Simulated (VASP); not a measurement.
Crystal: SiC.

```
Si C
1.0
     3.01291    0.00000    0.00000
    -1.50645    2.60925    0.00000
     0.00000    0.00000    9.86507
Si C
4 4
Direct
  0.00000 0.00000 0.18789
  0.00000 0.00000 0.68789
  0.33333 0.66667 0.43784
  0.66667 0.33333 0.93784
  0.00000 0.00000 0.00046
  0.00000 0.00000 0.50046
  0.33333 0.66667 0.24980
  0.66667 0.33333 0.74980
```

Base run:

```yaml
Program: VASP 6.6.1
Functional: PBEsol
Dispersion: D3(BJ)
Potentials_or_basis: VASP PAW PBE potentials, release 64 (Si, C)
Cutoff: 520 eV
k_mesh: 10 × 10 × 3
Occupations: fermi-dirac, width 0.05 eV
Spin: no spin polarisation
```

Its results: band gap on the k mesh 2.12 eV (least direct gap 3.26 eV); pressure 12.1 GPa; largest force 0.027 eV/Å.

Problem. The run is repeated on the same cell with these changes: functional from PBEsol to BLYP; further incar settings from ALGO = Normal; EDIFF = 1e-06; NBANDS = 26 to ALGO = Normal; EDIFF = 1e-07; NBANDS = 26. What comes out?

Solution. Band gap on the k mesh 2.56 eV (least direct gap 3.69 eV); pressure 13.9 GPa; largest force 0.017 eV/Å.

Caveats: the cell stands under pressure; the PAW data sets were made with another functional, which shifts forces and pressure a little; an odd mesh through Γ misses points on the zone boundary, where band edges can lie.
